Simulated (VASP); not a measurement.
# SnO2 (P1) in VASP: single point with PBE

Aim: the single point of SnO2 with PBE.

All numbers are computed with VASP 6.6.1; they aren't measurements. Logs are shortened: lines on timing, memory, paths and dates and some standing lists are left out, and cuts for length are marked.

**1. The cell of the first run**

The typed cell holds 24 atoms: a = 6.849 Å, b = 6.849 Å, c = 6.520 Å, α = 90.00°, β = 90.00°, γ = 90.00°.

**2. Single point, PBE**

INCAR

```
SYSTEM = SnO2
ALGO = Normal
EDIFF = 1E-6
ENCUT = 520
GGA = PE
ISIF = 2
ISMEAR = -1
LASPH = .True.
LCHARG = .False.
LREAL = Auto
LWAVE = .False.
NBANDS = 122
NELM = 80
PREC = Accurate
SIGMA = 0.3
```

KPOINTS

```
k-points
0
Gamma
  2 2 2
  0 0 0
```

POSCAR

```
SnO2
1.0
   -4.8429440000     -4.8429440000      0.0000000000
    4.8429440000     -4.8429440000      0.0000000000
    0.0000000000      0.0000000000      6.5201820000
Sn O
8 16
Direct
    0.0116045116      0.5487158224      0.2147332697
    0.4984055153      0.5095970550     -0.0292016388
   -0.0122962396      0.5222959423      0.7333997732
    0.5006562124      0.4648515448      0.4594503650
    0.4928923399     -0.0119452135      0.2313278985
    0.0105411089      0.0238594541     -0.0487256337
    0.4935427707      0.0072270090      0.7339979160
   -0.0020855083      0.0450758877      0.4454016774
    0.0351439125      0.2049992732      0.1834151255
    0.0469549101      0.8175605582      0.2283525214
    0.1973076707      0.5354697473     -0.0379283891
    0.8005151412      0.4799043722      0.0051532304
    0.0394491450      0.2049476517      0.7338598831
    0.0591582310      0.8447547607      0.6749658215
    0.1720544363      0.5117651577      0.4612754675
    0.7983263899      0.4984881097      0.4962131425
    0.5366157445      0.6881970966      0.2517107651
    0.5177429266      0.3127023563      0.1879855501
    0.6995435008     -0.0769469975     -0.0709949508
    0.3102554975     -0.1042650916     -0.0019171244
    0.5496140364      0.6806706830      0.7097654636
    0.4391337170      0.3154486197      0.7012534313
    0.7188499392      0.0285673342      0.4487451424
    0.3137760833      0.0333061873      0.4759529719
```

Potentials or basis: VASP PAW PBE potentials, release 64 (Sn_d, O).

Command:

```bash
> cat potpaw_PBE.64/Sn_d/POTCAR potpaw_PBE.64/O/POTCAR > POTCAR
> mpirun -np 1 vasp_std > vasp.out
```

OUTCAR:

```text
SYSTEM = SnO2
   EDIFF = 1E-6
   ENCUT = 520
   GGA = PE
   ISIF = 2
   ISMEAR = -1
   LASPH = .True.
   LREAL = Auto
   NELM = 80
   PREC = Accurate

 ion  position               nearest neighbor table
   1  0.012  0.549  0.215-  10 1.86  15 1.96  12 2.04  11 2.08   9 2.37  16 2.37   3 3.15   3 3.39
                             6 3.68   2 3.70   8 3.72   4 3.75
   2  0.498  0.510  0.971-  18 1.96  11 2.07  12 2.09  21 2.10  17 2.22  22 2.24   4 3.20   4 3.35
                             5 3.69   3 3.69   1 3.70   7 3.74
   3  0.988  0.522  0.733-  16 2.02  11 2.07  15 2.18  13 2.20  12 2.21  14 2.29   1 3.15   1 3.39
                             2 3.69   6 3.70   6 3.72
   4  0.501  0.465  0.459-  22 1.93  18 2.06  17 2.06  16 2.07  21 2.23  15 2.27   2 3.20   2 3.35
                             5 3.59   7 3.61   1 3.75
   5  0.493  0.988  0.231-  24 2.04  20 2.07  17 2.08  23 2.12  18 2.25  19 2.47   7 3.25   7 3.28
                             4 3.59   8 3.69   2 3.69   8 3.75
   6  0.011  0.024  0.951-  13 1.89   9 1.96  14 2.20  19 2.24  20 2.25  10 2.31   8 3.23   8 3.30
                             7 3.60   1 3.68   3 3.70   3 3.72
   7  0.494  0.007  0.734-  19 1.98  24 2.09  22 2.15  20 2.26  21 2.27  23 2.42   5 3.25   5 3.28
                             6 3.60   4 3.61   2 3.74
   8  0.998  0.045  0.445-  23 1.91   9 2.05  14 2.07  10 2.13  24 2.17  13 2.19   6 3.23   6 3.30
                             5 3.69   1 3.72   5 3.75
   9  0.035  0.205  0.183-   6 1.96   8 2.05   1 2.37
  10  0.047  0.818  0.228-   1 1.86   8 2.13   6 2.31
  11  0.197  0.535  0.962-   2 2.07   3 2.07   1 2.08
  12  0.801  0.480  0.005-   1 2.04   2 2.09   3 2.21
  13  0.039  0.205  0.734-   6 1.89   8 2.19   3 2.20
  14  0.059  0.845  0.675-   8 2.07   6 2.20   3 2.29
[... 8 lines left out ...]
  23  0.719  0.029  0.449-   8 1.91   5 2.12   7 2.42
  24  0.314  0.033  0.476-   5 2.04   7 2.09   8 2.17

  LATTYP: Found a simple tetragonal cell.
 ALAT       =     6.8489570866
 C/A-ratio  =     0.9519963284

  Lattice vectors:

 A1 = (  -4.8429440000,  -4.8429440000,   0.0000000000)
 A2 = (   4.8429440000,  -4.8429440000,   0.0000000000)
 A3 = (   0.0000000000,   0.0000000000,   6.5201820000)

Analysis of symmetry for initial positions (statically):
=====================================================================
 Subroutine PRICEL returns:
 Original cell was already a primitive cell.

 Routine SETGRP: Setting up the symmetry group for a
 simple tetragonal supercell.

 Subroutine GETGRP returns: Found  1 space group operations
 (whereof  1 operations were pure point group operations)
 out of a pool of 16 trial point group operations.

The static configuration has the point symmetry C_1 .

Analysis of symmetry for dynamics (positions and initial velocities):
=====================================================================
 Subroutine PRICEL returns:
 Original cell was already a primitive cell.

 Routine SETGRP: Setting up the symmetry group for a
 simple tetragonal supercell.

 Subroutine GETGRP returns: Found  1 space group operations
 (whereof  1 operations were pure point group operations)
 out of a pool of 16 trial point group operations.

The dynamic configuration has the point symmetry C_1 .

 Subroutine INISYM returns: Found  1 space group operations
 (whereof  1 operations are pure point group operations),
 and found     1 'primitive' translations

----------------------------------------------------------------------------------------

                                     Primitive cell

  volume of cell :     305.8501

  direct lattice vectors                    reciprocal lattice vectors
    -4.842944000 -4.842944000  0.000000000    -0.103242986 -0.103242986  0.000000000
     4.842944000 -4.842944000  0.000000000     0.103242986 -0.103242986  0.000000000
     0.000000000  0.000000000  6.520182000     0.000000000  0.000000000  0.153369952

  length of vectors
     6.848957087  6.848957087  6.520182000     0.146007631  0.146007631  0.153369952

  position of ions in fractional coordinates (direct lattice)
     0.011604512  0.548715822  0.214733270
     0.498405515  0.509597055  0.970798361
     0.987703760  0.522295942  0.733399773
     0.500656212  0.464851545  0.459450365
     0.492892340  0.988054787  0.231327898
     0.010541109  0.023859454  0.951274366
[... 16 lines left out ...]
     0.718849939  0.028567334  0.448745142
     0.313776083  0.033306187  0.475952972

  ion indices of the primitive-cell ions
   primitive index   ion index
                 1           1
                 2           2
                 3           3
                 4           4
                 5           5
                 6           6
[... 16 lines left out ...]
                23          23
                24          24

----------------------------------------------------------------------------------------

 KPOINTS: k-points

Automatic generation of k-mesh.
 Grid dimensions read from file:
 generate k-points for:    2    2    2

 Generating k-lattice:

  Cartesian coordinates                     Fractional coordinates (reciprocal lattice)
    -0.051621493 -0.051621493  0.000000000     0.500000000  0.000000000  0.000000000
     0.051621493 -0.051621493  0.000000000     0.000000000  0.500000000  0.000000000
     0.000000000  0.000000000  0.076684976     0.000000000  0.000000000  0.500000000

  Length of vectors
     0.073003816  0.073003816  0.076684976

  Shift w.r.t. Gamma in fractional coordinates (k-lattice)
     0.000000000  0.000000000  0.000000000

 Subroutine IBZKPT returns following result:
 ===========================================

 Found      8 irreducible k-points:

 Following reciprocal coordinates:
            Coordinates               Weight
  0.000000  0.000000  0.000000      1.000000
  0.500000  0.000000  0.000000      1.000000
  0.000000  0.500000  0.000000      1.000000
  0.500000  0.500000  0.000000      1.000000
  0.000000  0.000000  0.500000      1.000000
  0.500000  0.000000  0.500000      1.000000
  0.000000  0.500000  0.500000      1.000000
  0.500000  0.500000  0.500000      1.000000
   k-points           NKPTS =      8   k-points in BZ     NKDIM =      8   number of bands    NBANDS=    122
   number of dos      NEDOS =    301   number of ions     NIONS =     24
   total plane-waves  NPLWV = 139968
   dimension x,y,z NGX =    54 NGY =   54 NGZ =   48
   dimension x,y,z NGXF=   108 NGYF=  108 NGZF=   96
   ions per type =               8  16
   NGX,Y,Z   is equivalent  to a cutoff of  13.11, 13.11, 12.24 a.u.
   NGXF,Y,Z  is equivalent  to a cutoff of  26.22, 26.22, 24.48 a.u.
 SYSTEM =  SnO2
   PREC   = accura    normal or accurate (medium, high low for compatibility)
   ISTART =      0    job   : 0-new  1-cont  2-samecut
   ICHARG =      2    charge: 1-file 2-atom 10-const
   ISPIN  =      1    spin polarized calculation?
   LNONCOLLINEAR =      F non collinear calculations
   LSORBIT =      F    spin-orbit coupling
   LASPH  =      T    aspherical Exc in radial PAW
   ENCUT  =  520.0 eV  38.22 Ry    6.18 a.u.  12.73 12.73 12.12*2*pi/ulx,y,z
   NELM   =     80;   NELMIN=  2; NELMDL= -5     # of ELM steps
   EDIFF  = 0.1E-05   stopping-criterion for ELM
   LREAL  =      T    real-space projection
   EDIFFG = 0.1E-04   stopping-criterion for IOM
   NSW    =      0    number of steps for IOM
   IBRION =     -1    ionic relax: 0-MD 1-quasi-New 2-CG
   NFREE  =      0    steps in history (QN), initial steepest desc. (CG)
   ISIF   =      2    stress and relaxation
   ISYM   =      2    0-nonsym 1-usesym 2-fastsym
   POTIM  = 0.5000    time-step for ionic-motion
   TEBEG  =    0.0;   TEEND  =   0.0 temperature during run
   PSTRESS=    0.0 pullay stress
   NELECT =     208.0000    total number of electrons
   NUPDOWN=      -1.0000    fix difference up-down
   EMIN   =  10.00;   EMAX   =-10.00  energy-range for DOS
   EFERMI =   0.00;   METHOD = LEGACY
   ISMEAR =    -1;   SIGMA  =   0.30  broadening in eV -4-tet -1-fermi 0-gaus
   EFERMI_NEDOS =   21; number of points for ismear=-14 and -15
   IALGO  =     38    algorithm
   IMIX   =      4    mixing-type and parameters
     AMIX     =   0.40;   BMIX     =  1.00
     AMIX_MAG =   1.60;   BMIX_MAG =  1.00
  volume/ion in A,a.u.               =      12.74        86.00
  Fermi-wavevector in a.u.,A,eV,Ry     =   1.439659  2.720562 28.199694  2.072619
  Thomas-Fermi vector in A             =   2.558490
   LORBIT       =      0    0 simple, 1 ext, 2 COOP (PROOUT), +10 PAW based schemes
   GGA     = PE    functional components
   LHFCALC =     F    Hartree Fock is set to
   AEXX    =    0.0000 exact exchange contribution
   IVDW    =     0    specifies the selected vdW correction
   LEPSILON=     F    determine dielectric tensor
   LRPA    =     F    only Hartree local field effects (RPA)
 non-spin polarized calculation
  energy-cutoff  :      520.00
  volume of cell :      305.85
 maximum number of plane-waves:      8262
 NGX is ok and might be reduce to    54
   NGX = 25   NGY = 25   NGZ = 25

 number of electron     208.0000005 magnetization

 Free energy of the ion-electron system (eV)
  ---------------------------------------------------
  ext. energy  EPLUGINS =         0.00000000
  ---------------------------------------------------
  free energy    TOTEN  =      -142.48504691 eV

  energy without entropy =     -142.07650850  energy(sigma->0) =     -142.28077771

 E-fermi :   6.4765     XC(G=0): -10.9474

 val. band max:        6.0186878120   @ k =   0.0000   0.0000   0.0000
 cond. band min:       7.7107203581   @ k =   0.5000   0.0000   0.0000
 fundamental gap:      1.6920325461
 Fermi energy:         6.4764898463

 k-point     1 :       0.0000    0.0000    0.0000
  band No.  band energies     occupation
      1     -15.6089      2.00000
      2     -15.5398      2.00000
      3     -15.4846      2.00000
      4     -15.4722      2.00000
      5     -15.4114      2.00000
      6     -15.3551      2.00000
[... 108 lines left out ...]
    115      11.9227      0.00000
    116      12.0379      0.00000

 k-point     2 :       0.5000    0.0000    0.0000
  band No.  band energies     occupation
      1     -15.6291      2.00000
      2     -15.5408      2.00000
      3     -15.5311      2.00000
      4     -15.4892      2.00000
      5     -15.4355      2.00000
      6     -15.3986      2.00000
[... 706 lines left out ...]
 k-point     8 :       0.5000    0.5000    0.5000
  band No.  band energies     occupation
      1     -15.5251      2.00000
      2     -15.4863      2.00000
      3     -15.4794      2.00000
      4     -15.4120      2.00000
      5     -15.3825      2.00000
      6     -15.3595      2.00000
[... 108 lines left out ...]
    115      12.7075      0.00000
    116      12.8097      0.00000
 [bands above 116 left out]

------------------------ aborting loop because EDIFF is reached ----------------------------------------

  FORCE on cell =-STRESS in cart. coord.  units (eV):
  Direction    XX          YY          ZZ          XY          YZ          ZX
  --------------------------------------------------------------------------------------
  -------------------------------------------------------------------------------------
  Total        3.7072681      7.1184826      7.6558261     -1.8587725      2.0096936     -2.2991830
  in kB       19.4203014     37.2897440     40.1045855     -9.7370682     10.5276595    -12.0441321
  external PRESSURE =      32.2715436 kB  Pullay stress =       0.0000000 kB

 VOLUME and BASIS-vectors are now :
 -----------------------------------------------------------------------------
  energy-cutoff  :      520.00
  volume of cell :      305.85
      direct lattice vectors                 reciprocal lattice vectors
    -4.842944000 -4.842944000  0.000000000    -0.103242986 -0.103242986  0.000000000
     4.842944000 -4.842944000  0.000000000     0.103242986 -0.103242986  0.000000000
     0.000000000  0.000000000  6.520182000     0.000000000  0.000000000  0.153369952

 POSITION                                       TOTAL-FORCE (eV/Angst)
 -----------------------------------------------------------------------------------
      2.60120     -2.71360      1.40010        -1.713073      3.623711      0.746951
      0.05420     -4.88170      6.32978         1.793068     -1.855032     -1.763550
     -2.25394     -7.31284      4.78190        -0.171813     -0.700424     -1.260834
     -0.17340     -4.67590      2.99570         2.183957     -1.910853     -0.105686
      2.39804     -7.17214      1.50830        -0.978679     -0.170615     -0.486097
      0.06450     -0.16660      6.20248        -2.703855      3.142328      0.634705
[... 16 lines left out ...]
     -3.34300     -3.61970      2.92590         2.316027      2.130115      0.451933
     -1.35830     -1.68090      3.10330        -0.627972     -0.430958     -0.624821
 -----------------------------------------------------------------------------------
    total drift:                               -0.019254      0.009643     -0.004376

  FREE ENERGIE OF THE ION-ELECTRON SYSTEM (eV)
  ---------------------------------------------------
  free  energy   TOTEN  =      -142.4850469087 eV

  energy  without entropy=     -142.0765085035  energy(sigma->0) =     -142.28077771
```

It took 15 min on 1 thread of AMD EPYC 7R43 (Zen 3), shared host; peak memory 0.4 GiB.

Results:

```yaml
Free_energy: -142.4850 eV
Pressure: 3.2 GPa
Largest_force: 4.194 eV/Å
```

Forces on the atoms (eV/Å):
```
Sn  -1.713  3.624  0.747
Sn   1.793 -1.855 -1.764
Sn  -0.172 -0.700 -1.261
Sn   2.184 -1.911 -0.106
Sn  -0.979 -0.171 -0.486
Sn  -2.704  3.142  0.635
Sn  -0.609  1.703 -1.159
Sn  -2.420 -1.333  0.969
O    0.845 -0.787  1.347
O    3.693 -1.844 -0.363
O   -0.011  0.642  0.224
O   -0.429 -1.245 -1.828
O    2.487 -1.517 -2.351
O   -0.222  2.094  1.903
O   -1.992 -0.778  0.957
O   -1.123 -0.075 -1.092
O    0.245  0.546 -0.880
O   -1.371  2.515  1.168
O    0.345 -2.761  2.154
O    1.600 -2.742 -1.691
O    1.042  0.977 -0.183
O   -2.177  0.775  3.230
O    2.316  2.130  0.452
O   -0.628 -0.431 -0.625
```

Levels at points of the mesh, in eV from the Fermi level:
| k point | band 101 | band 102 | band 103 | band 104 | band 105 | band 106 | band 107 | band 108 |
| --- | --- | --- | --- | --- | --- | --- | --- | --- |
| (0.00, 0.00, 0.00) | -1.44 | -1.34 | -1.20 | -0.92 | -0.46 | 2.26 | 2.57 | 2.77 |
| (0.50, 0.00, 0.00) | -1.42 | -1.27 | -1.24 | -1.07 | 1.23 | 1.50 | 2.64 | 2.90 |
| (0.00, 0.50, 0.00) | -1.41 | -1.26 | -1.20 | -0.96 | 1.30 | 1.42 | 2.77 | 3.01 |
| (0.50, 0.50, 0.00) | -1.46 | -1.24 | -1.07 | -1.01 | 1.87 | 2.24 | 2.44 | 2.56 |
| (0.00, 0.00, 0.50) | -1.35 | -1.31 | -1.07 | -0.87 | 1.61 | 1.75 | 2.49 | 2.92 |
| (0.50, 0.00, 0.50) | -1.39 | -1.16 | -1.09 | -0.99 | 1.83 | 2.01 | 2.32 | 2.82 |
| (0.00, 0.50, 0.50) | -1.46 | -1.27 | -1.15 | -0.84 | 2.00 | 2.29 | 2.57 | 2.80 |
| (0.50, 0.50, 0.50) | -1.43 | -1.26 | -1.20 | -1.06 | 2.21 | 2.58 | 2.80 | 3.09 |

Caveat: the k points lie up to 0.48 Å⁻¹ apart; the atoms stand as in a frame of molecular dynamics; so wide a smearing shifts energies and pressures; spin-orbit coupling is left out, which moves the levels of the heavy elements; forces of over 1 eV/Å act on the atoms, so gaps and moduli don't describe the material at rest.
